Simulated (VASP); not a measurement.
Set up this calculation in VASP 6.6.1, as the native input.

```
Task                   : single point
Functional             : r2SCAN
Potentials or basis    : VASP PAW PBE potentials, release 64 (C_h)
Cutoff                 : 910 eV
k mesh                 : 12 × 12 × 12
Occupations            : gaussian, width 0.02 eV
Spin                   : no spin polarisation
Dipole correction      : no
Second run             : hard_potentials
Further INCAR settings : ALGO = Normal; EDIFF = 1e-06; NBANDS = 11
```

The system is C.

```xyz
2
Lattice="0.0000 1.7622 1.7622 1.7622 0.0000 1.7622 1.7622 1.7622 0.0000" Properties=species:S:1:pos:R:3 pbc="T T T"
C     0.0000    0.0000    0.0000
C     0.8811    0.8811    0.8811
```

This cell differs from its parent crystal: volume scaled by 0.97.

One way to write it, as run:

POSCAR

```
C
1.0
    0.0000000000      1.7621593177      1.7621593177
    1.7621593177      0.0000000000      1.7621593177
    1.7621593177      1.7621593177      0.0000000000
C
2
Direct
    0.0000000000      0.0000000000      0.0000000000
    0.2500000000      0.2500000000      0.2500000000
```

INCAR.step1

```
ALGO = Normal
EDIFF = 1E-5
ENCUT = 910
GGA = PE
GGA_COMPAT = F
ISMEAR = 0
LASPH = T
LCHARG = F
LREAL = F
LWAVE = T
NBANDS = 11
NELM = 120
PREC = Accurate
SIGMA = 0.02
```

INCAR.step2

```
ALGO = Normal
EDIFF = 1E-6
ENCUT = 910
GGA_COMPAT = F
ISIF = 2
ISMEAR = 0
ISTART = 1
LASPH = T
LCHARG = T
LELF = T
LMIXTAU = T
LREAL = F
LVHAR = T
LWAVE = F
METAGGA = R2SCAN
NBANDS = 11
NELM = 120
PREC = Accurate
SIGMA = 0.02
```

KPOINTS

```
k-points
0
Gamma
  12 12 12
```

Potentials or basis: VASP PAW PBE potentials, release 64 (C_h).

Run with:

```sh
$ cat potpaw_PBE.64/C_h/POTCAR > POTCAR
$ cp INCAR.step1 INCAR
$ mpirun -np 1 vasp_std > vasp.out
$ cp INCAR.step2 INCAR
$ mpirun -np 1 vasp_std > vasp.out
```

It gave:

```
Pressure               : 13.6 GPa
Band gap on the k mesh : 4.46 eV, indirect (least direct gap 5.98 eV)
```

Caveat: the cutoff is under 1.25 times the usual one of these potentials, so pressure, stress and relaxed cells hold a basis-set (Pulay) error; the PAW data sets were made with another functional, which shifts forces and pressure a little.

Wall time 70 s on 1 thread of Intel(R) Xeon(R) Platinum 8259CL CPU @ 2.50GHz (Skylake/Cascade Lake), on a shared host, peak memory 0.16 GiB.
